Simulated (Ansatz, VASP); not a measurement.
One calculation of AlRu, two programs

```
Ru Al
1.0
     0.00000    2.53593    2.53593
     2.53593    0.00000    2.53593
     2.53593    2.53593    0.00000
Ru Al
1 1
Direct
  0.00000 0.00000 0.00000
  0.50000 0.50000 0.50000
```

Alike in both runs: task relaxation of cell and atoms; functional PBE; k mesh 14 × 14 × 14; occupations fermi-dirac, width 0.05 eV; no spin polarisation.

|  | VASP | Ansatz |
| --- | --- | --- |
| version | VASP 6.6.1 | Ansatz 0.2.0 |
| potentials or method | VASP PAW PBE potentials, release 64 (Ru_pv, Al) | PAW with Ansatz's default frozen-core files, scalar-relativistic |
| plane-wave cutoff (eV) | 600 | 420 |
| valence electrons in the cell | 17 | 19 |

```csv
,VASP,Ansatz,Ansatz less VASP
relaxed volume (Å³/atom),15.46,15.46,+0.001
relaxed cell length with the largest relative difference (Å),3.523,3.523,+0.0001
```

VASP's potentials hold 17 valence electrons a cell and Ansatz's 19, so a difference there can come from the potentials and not from the codes.
